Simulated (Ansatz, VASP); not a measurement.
# Si2Mo: VASP beside Ansatz

```
Si Mo
1.0
    -1.63138    1.63138    4.00759
     1.63138   -1.63138    4.00759
     1.63138    1.63138   -4.00759
Si Mo
2 1
Direct
  0.33300 0.33300 0.00000
  0.66700 0.66700 0.00000
  0.00000 0.00000 0.00000
```

Change from the starting cell: volume scaled by 1.06, crystal datasets.

Alike in both runs: task electric field gradients; functional PBEsol; k mesh 16 × 16 × 16; occupations fermi-dirac, width 0.08 eV; no spin polarisation.

|  | VASP | Ansatz |
| --- | --- | --- |
| version | VASP 6.6.1 | Ansatz 0.2.0 |
| potentials or method | VASP PAW PBE potentials, release 64 (Si, Mo_sv), cutoff 520 eV | all-electron PAW with datasets made for the crystal, scalar-relativistic |

```csv
,VASP,Ansatz,Ansatz less VASP
pressure (GPa),-13.2,-13.4,-0.24
"traceless stress, the component that is largest in VASP (GPa)",-1.69,-1.70,-0.006
rms of the force components (eV/Å),0.190,0.191,+0.0015
size of Vzz on the site where it differs most (V/Å²),51.6,53.0,+1.44
```

VASP's potentials were made for PBE, not for PBEsol. Atom by atom the forces differ by 0.001 eV/Å (rms over components). Ansatz ran all-electron here, and VASP with PAW potentials.
